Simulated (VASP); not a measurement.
# HgTe (I-4m2) in VASP: a series of runs, part 2 of 2

VASP 6.6.1. The steps go on from the part before.

### 3 Single point, LDA

This run uses another cell than the first one, of 29.51 Å³/atom.

INCAR

```
SYSTEM = HgTe
PREC = Accurate ; ENCUT = 520
EDIFF = 1E-6 ; ISMEAR = -1
SIGMA = 0.1 ; LREAL = .False.
LASPH = .True. ; NELM = 100
ALGO = Normal ; ISIF = 2
LWAVE = .False. ; LCHARG = .False.
NBANDS = 16
```

KPOINTS

```
Automatic mesh
0
Gamma
  8 8 8
  0 0 0
```

POSCAR

```
HgTe
1.0
   -3.0657731441      3.0657731441      1.5697375195
    3.0657731441     -3.0657731441      1.5697375195
    3.0657731441      3.0657731441     -1.5697375195
Hg Te
1 1
Direct
    0.2500000000      0.7500000000      0.5000000000
    0.0000000000      0.0000000000      0.0000000000
```

Potentials or basis: VASP PAW LDA potentials, release 64 (Hg, Te).

Started as:

```
$ cat potpaw_LDA.64/Hg/POTCAR potpaw_LDA.64/Te/POTCAR > POTCAR
$ mpirun -np 1 vasp_std > vasp.out
```

It took 87 s on 1 thread of Intel Xeon 8259CL, shared host; peak memory 0.21 GiB.

Results (log left out):

* Free energy: -4.7329 eV
* Pressure: -5.6 GPa
* Band gap on the k mesh: zero (bands 9 and 10 overlap by 2.86 eV)

Stress tensor (GPa, compression positive):
```
-5.83  0.00  0.00
 0.00 -5.83  0.00
 0.00  0.00 -5.29
```

Levels at points of the mesh, in eV from the Fermi level:
```
           k point  band 5  band 6  band 7  band 8  band 9  band 10  band 11  band 12  band 13  band 14
(0.00, 0.00, 0.00)   -6.13   -6.13   -3.51   -2.37   -2.37     3.29     4.63     6.77     6.77     8.96
(0.50, 0.00, 0.00)   -6.35   -6.12   -4.46   -1.93   -1.07    -0.15     3.10     3.81     5.79     8.02
(0.50, 0.50, 0.00)   -6.11   -6.08   -6.00   -0.89    1.39     1.94     2.77     3.36     8.68    10.28
(0.50, 0.50, 0.50)   -6.10   -6.10   -4.35   -4.20   -4.20     2.98     7.24     7.81     7.81    11.65
```

Caveat: the cell stands under tension; spin-orbit coupling is left out, which moves the levels of the heavy elements.

### 4 Single point, LDA

This run uses another cell than the first one, of 30.09 Å³/atom.

INCAR

```
PREC = Accurate
ENCUT = 520
EDIFF = 1E-7
ISMEAR = -1
SIGMA = 0.1
LREAL = F
LASPH = T
NELM = 60
ALGO = Normal
ISIF = 2
LWAVE = F
LCHARG = F
NBANDS = 16
```

KPOINTS

```
Automatic mesh
0
Gamma
  8 8 8
```

POSCAR

```
HgTe
1.0
   -3.0856813198      3.0856813198      1.5799309059
    3.0856813198     -3.0856813198      1.5799309059
    3.0856813198      3.0856813198     -1.5799309059
Hg Te
1 1
Direct
    0.2500000000      0.7500000000      0.5000000000
    0.0000000000      0.0000000000      0.0000000000
```

Potentials or basis: VASP PAW LDA potentials, release 64 (Hg, Te).

Started as:

```
$ cat potpaw_LDA.64/Hg/POTCAR potpaw_LDA.64/Te/POTCAR > POTCAR
$ mpirun -np 1 vasp_std > vasp.out
```

OUTCAR:

```text
PREC = Accurate
   ENCUT = 520
   EDIFF = 1E-7
   ISMEAR = -1
   LREAL = F
   LASPH = T
   NELM = 60
   ISIF = 2

 ion  position               nearest neighbor table
   1  0.250  0.750  0.500-   2 3.19   2 3.19   2 3.19   2 3.19
   2  0.000  0.000  0.000-   1 3.19   1 3.19   1 3.19   1 3.19

  LATTYP: Found a body centered tetragonal cell.
 ALAT       =     6.1713626396
 C/A-ratio  =     0.5120201155

  Lattice vectors:

 A1 = (  -3.0856813198,   3.0856813198,   1.5799309059)
 A2 = (   3.0856813198,  -3.0856813198,   1.5799309059)
 A3 = (   3.0856813198,   3.0856813198,  -1.5799309059)

Analysis of symmetry for initial positions (statically):
=====================================================================
 Subroutine PRICEL returns:
 Original cell was already a primitive cell.

 Routine SETGRP: Setting up the symmetry group for a
 body centered tetragonal supercell.

 Subroutine GETGRP returns: Found  8 space group operations
 (whereof  8 operations were pure point group operations)
 out of a pool of 16 trial point group operations.

The static configuration has the point symmetry D_2d.
[... 158 lines left out ...]
  energy without entropy =       -4.66878946  energy(sigma->0) =       -4.67960884

 E-fermi :   3.8182     XC(G=0):  -9.9136

 val. band max:        3.6937995897   @ k =   0.5000  -0.0000   0.0000
 cond. band min:       3.8296476849   @ k =   0.2500  -0.0000   0.0000
 fundamental gap:      0.1358480953
 Fermi energy:         3.8181844475

 k-point     1 :       0.0000    0.0000    0.0000
  band No.  band energies     occupation
      1      -8.4257      2.00000
      2      -3.3942      2.00000
      3      -2.7281      2.00000
      4      -2.6645      2.00000
      5      -2.2632      2.00000
      6      -2.2632      2.00000
[... 433 lines left out ...]
      3      -2.8259      2.00000
      4      -2.6263      2.00000
      5      -2.4893      2.00000
      6      -2.2473      2.00000
[... 8 lines left out ...]
     15      12.3065      0.00000
     16      13.1730      0.00000

 [... further k-points ...]

------------------------ aborting loop because EDIFF is reached ----------------------------------------

  FORCE on cell =-STRESS in cart. coord.  units (eV):
  Direction    XX          YY          ZZ          XY          YZ          ZX
  --------------------------------------------------------------------------------------
  -------------------------------------------------------------------------------------
  Total       -2.3581469     -2.3581469     -2.2431740      0.0000000      0.0000000      0.0000000
  in kB      -62.7886583    -62.7886583    -59.7273601      0.0000000      0.0000000      0.0000000
  external PRESSURE =     -61.7682256 kB  Pullay stress =       0.0000000 kB

 VOLUME and BASIS-vectors are now :
 -----------------------------------------------------------------------------
  energy-cutoff  :      520.00
  volume of cell :       60.17
      direct lattice vectors                 reciprocal lattice vectors
    -3.085681320  3.085681320  1.579930906     0.000000000  0.162038768  0.316469536
     3.085681320 -3.085681320  1.579930906     0.162038768  0.000000000  0.316469536
     3.085681320  3.085681320 -1.579930906     0.162038768  0.162038768  0.000000000

 POSITION                                       TOTAL-FORCE (eV/Angst)
 -----------------------------------------------------------------------------------
      3.08568     -0.00000      0.78997         0.000000      0.000000     -0.000000
      0.00000      0.00000      0.00000        -0.000000     -0.000000      0.000000
 -----------------------------------------------------------------------------------
    total drift:                                0.000000     -0.000000      0.000000

  FREE ENERGIE OF THE ION-ELECTRON SYSTEM (eV)
  ---------------------------------------------------
  free  energy   TOTEN  =        -4.6904282316 eV

  energy  without entropy=       -4.6687894561  energy(sigma->0) =       -4.67960884
```

Wall time 78 s (1 thread of Intel Xeon 8259CL, shared host); peak memory 0.21 GiB.

What came out:

| Quantity | Value |
| --- | --- |
| Free energy | -4.6904 eV |
| Pressure | -6.2 GPa |
| Band gap on the k mesh | zero (bands 9 and 10 overlap by 2.77 eV) |

Caveat: the cell stands under tension; spin-orbit coupling is left out, which moves the levels of the heavy elements.

### 5 Single point, LDA

This run uses another cell than the first one, of 30.66 Å³/atom.

INCAR

```
SYSTEM = HgTe
PREC = Accurate ; ENCUT = 520
EDIFF = 1E-7 ; ISMEAR = -1
SIGMA = 0.1 ; LREAL = .False.
LASPH = .True. ; NELM = 60
ALGO = Normal ; ISIF = 2
LWAVE = .False. ; LCHARG = .False.
GGA = CA ; NBANDS = 16
```

KPOINTS

```
Automatic mesh
0
Gamma
  8 8 8
  0 0 0
```

POSCAR

```
HgTe
1.0
   -3.1053358708      3.1053358708      1.5899944314
    3.1053358708     -3.1053358708      1.5899944314
    3.1053358708      3.1053358708     -1.5899944314
Hg Te
1 1
Direct
    0.2500000000      0.7500000000      0.5000000000
    0.0000000000      0.0000000000      0.0000000000
```

Started as:

```
$ cat potpaw_LDA.64/Hg/POTCAR potpaw_LDA.64/Te/POTCAR > POTCAR
$ mpirun -np 1 vasp_std > vasp.out
```

Run time: 80 s. Hardware: 1 thread of Intel Xeon 8259CL, shared host; peak memory 0.21 GiB.

It converged, with:

| Property | Result |
| --- | --- |
| Free energy | -4.6444 eV |
| Pressure | -6.6 GPa |
| Band gap on the k mesh | zero (bands 9 and 10 overlap by 2.69 eV) |

Stress tensor (GPa, compression positive):
```
-6.66  0.00  0.00
 0.00 -6.66  0.00
 0.00  0.00 -6.56
```

Levels at points of the mesh, in eV from the Fermi level:
| k point | band 5 | band 6 | band 7 | band 8 | band 9 | band 10 | band 11 | band 12 | band 13 | band 14 |
| --- | --- | --- | --- | --- | --- | --- | --- | --- | --- | --- |
| (0.00, 0.00, 0.00) | -6.04 | -6.04 | -3.48 | -2.22 | -2.22 | 3.12 | 4.69 | 6.66 | 6.66 | 8.85 |
| (0.50, 0.00, 0.00) | -6.24 | -6.00 | -4.30 | -1.88 | -1.00 | -0.10 | 3.03 | 3.87 | 5.73 | 7.95 |
| (0.50, 0.50, 0.00) | -6.02 | -5.99 | -5.83 | -0.87 | 1.29 | 2.00 | 2.70 | 3.37 | 8.58 | 10.18 |
| (0.50, 0.50, 0.50) | -6.01 | -6.01 | -4.20 | -3.96 | -3.96 | 2.84 | 7.20 | 7.59 | 7.59 | 11.55 |

Caveat: the cell stands under tension; spin-orbit coupling is left out, which moves the levels of the heavy elements.

### 6 Overview

```csv
cell,gap on the mesh (eV),pressure (GPa)
"a = 4.581 Å, angles 96.7, 96.7, 140.2°, 2 atoms",none,-5.0
"a = 4.611 Å, angles 96.7, 96.7, 140.2°, 2 atoms",none,-5.6
"a = 4.641 Å, angles 96.7, 96.7, 140.2°, 2 atoms",none,-6.2
"a = 4.671 Å, angles 96.7, 96.7, 140.2°, 2 atoms",none,-6.6
```

Alike in all rows: task single point; level LDA; potentials or basis VASP PAW LDA potentials, release 64 (Hg, Te); no spin polarisation; k mesh 8 × 8 × 8; cutoff (eV) 520; smearing fermi-dirac 0.1 eV.

Caveats: the cell stands under tension; spin-orbit coupling is left out, which moves the levels of the heavy elements.

Absolute energies hang on the potentials; compare differences alone.
